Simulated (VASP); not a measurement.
Here is a VASP 6.6.1 calculation.

File INCAR:

```
PREC = Accurate ; ENCUT = 600
EDIFF = 1E-6 ; ISMEAR = 0
SIGMA = 0.1 ; LREAL = F
LASPH = T ; NELM = 100
ALGO = Normal ; ISIF = 3
LWAVE = F ; LCHARG = F
GGA = PE ; IBRION = 2
NSW = 90 ; EDIFFG = -0.04
```

The input KPOINTS:

```
Automatic mesh
0
Gamma
  8 8 8
```

Contents of POSCAR:

```
Si
1.0
    0.0000000000      1.8305971574      2.2462062068
    1.7921250555      0.0000000000      2.2462062068
    1.7921250555      1.8305971574      0.0000000000
Si
1
Direct
    0.5000000000      0.5000000000      0.5000000000
```

Potentials or basis: VASP PAW PBE potentials, release 64 (Si).

The run is started by

```bash
$ cat potpaw_PBE.64/Si/POTCAR > POTCAR
$ mpirun -np 1 vasp_std > vasp.out
```

Estimate the space group after relaxing (to 0.1 Å).

Fmmm (No. 69).

What does it give for the relaxed volume?

14.63 Å³/atom.

Step by step:
```
step  energy change (eV)  largest force (eV/Å)  pressure (GPa)  volume (Å³)
   1              0.0000                0.0000           -0.27        14.74
   2             -0.0084                0.0000            0.47        14.68
   3             -0.0100                0.0000            1.13        14.63
   4             -0.0103                0.0000            0.92        14.65
   5             -0.0141                0.0000            0.38        14.71
   6             -0.0155                0.0000           -0.01        14.75
   7             -0.0126                0.0000           -1.17        14.84
   8             -0.0156                0.0000           -0.12        14.77
   9             -0.0157                0.0000           -0.26        14.78
  10             -0.0183                0.0000           -0.58        14.75
  11             -0.0187                0.0000           -0.69        14.74
  12             -0.0187                0.0000           -0.71        14.74
  13             -0.0191                0.0000           -0.18        14.63
```
